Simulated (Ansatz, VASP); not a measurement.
**One calculation of Ta3N, two programs**

```
Ta N
1.0
     2.97032    0.00000    0.00000
    -1.48516    2.57238    0.00000
     0.00000    0.00000    7.37054
Ta N
3 1
Direct
  0.66667 0.33333 0.82607
  0.33333 0.66667 0.17393
  0.00000 0.00000 0.50000
  0.00000 0.00000 0.00000
```

Alike in both runs: task single point; functional PBEsol; k mesh 10 × 10 × 4; occupations fermi-dirac, width 0.05 eV; no spin polarisation.

|  | VASP | Ansatz |
| --- | --- | --- |
| version | VASP 6.6.1 | Ansatz 0.2.0 |
| potentials or method | VASP PAW PBE potentials, release 64 (Ta_sv_GW, N) | Ansatz PAW |
| plane-wave cutoff (eV) | 600 | 420 |
| valence electrons in the cell | 44 | 44 |

VASP gave:

| Property | Result |
| --- | --- |
| gap on the k mesh at the Fermi level (eV) | none |
| pressure (GPa) | 8.1 |
| traceless stress, the component that is largest in VASP (GPa) | 0.79 |
| rms of the force components (eV/Å) | 0.028 |

Problem. Which values does Ansatz return?

Solution. gap on the k mesh at the Fermi level (eV): none; pressure (GPa): 8.2; traceless stress, the component that is largest in VASP (GPa): 0.80; rms of the force components (eV/Å): 0.009.

VASP's potentials were made for PBE, not for PBEsol. Atom by atom the forces differ by 0.019 eV/Å (rms over components). A gap of «none» marks a metal or a gap that the smearing closes. The functional is the same, so the differences come from potentials, cutoffs and numerics.

Neither program's run includes spin-orbit coupling.
